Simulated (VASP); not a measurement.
Input of a VASP 6.6.1 run:

The input INCAR:

```
ALGO = Normal
DIPOL = 0.5 0.5 0.357
EDIFF = 1E-6
ENCUT = 520
GGA = PS
IDIPOL = 3
ISIF = 2
ISMEAR = 0
LASPH = T
LCHARG = F
LDIPOL = T
LREAL = F
LWAVE = F
NBANDS = 16
NELM = 80
PREC = Accurate
SIGMA = 0.1
```

File KPOINTS:

```
k-points
0
Gamma
  9 9 1
```

The input POSCAR:

```
Al3O
1.0
    2.8394270062      0.0000000000      0.0000000000
    0.0000000000      2.8394270062      0.0000000000
    0.0000000000      0.0000000000     19.6413451717
Al O
3 1
Direct
    0.5000000000      0.5000000000      0.2036520394
    0.0000000000      0.0000000000      0.3090064802
    0.5000000000      0.5000000000      0.4145003868
    0.5000000000      0.5000000000      0.4992554826
```

Potentials or basis: VASP PAW PBE potentials, release 64 (Al, O).

Launch:

```console
$ cat potpaw_PBE.64/Al/POTCAR potpaw_PBE.64/O/POTCAR > POTCAR
$ mpirun -np 1 vasp_std > vasp.out
```

Problem. Predict the largest force.

Solution. 0.256 eV/Å.

Forces on the atoms (eV/Å):
```
Al   0.000  0.000 -0.138
Al   0.000  0.000  0.255
Al   0.000  0.000 -0.256
O    0.000  0.000  0.139
```

Caveat: the PAW data sets were made with another functional, which shifts forces and pressure a little; an odd number of electrons without spin polarisation forces a metal; a magnetic or distorted state may lie lower.
